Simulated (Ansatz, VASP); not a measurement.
**W in VASP and in Ansatz**

```
W
1.0
    -1.59730    1.59730    1.59730
     1.59730   -1.59730    1.59730
     1.59730    1.59730   -1.59730
W
1
Direct
  0.00000 0.00000 0.00000
```

Alike in both runs: task electric field gradients; functional r2SCAN; k mesh 21 × 21 × 21; occupations fermi-dirac, width 0.03 eV; collinear spin; Hubbard terms W d U = 4.0 eV.

```csv
,VASP,Ansatz
version,VASP 6.6.1,Ansatz 0.2.0
potentials or method,"VASP PAW PBE potentials, release 64 (W_sv)","PAW with Ansatz's default frozen-core files, scalar-relativistic"
plane-wave cutoff (eV),520,500
valence electrons in the cell,14,14
```

|  | VASP | Ansatz | Ansatz less VASP |
| --- | --- | --- | --- |
| gap on the k mesh at the Fermi level (eV) | none | none | - |
| pressure (GPa) | 5.6 | -3.0 | -8.62 |
| net moment per atom (μB) | 0.00 | 0.00 | 0.000 |

VASP's potentials were made for PBE, not for r2SCAN. The programs project onto different local orbitals, so the same U acts differently, and such runs can settle in different states. A gap of «none» marks a metal or a gap that the smearing closes. Ansatz's warnings: filled band counts differ across k points, seeded moment not kept, stability check not made.

Spin-orbit coupling is off throughout.
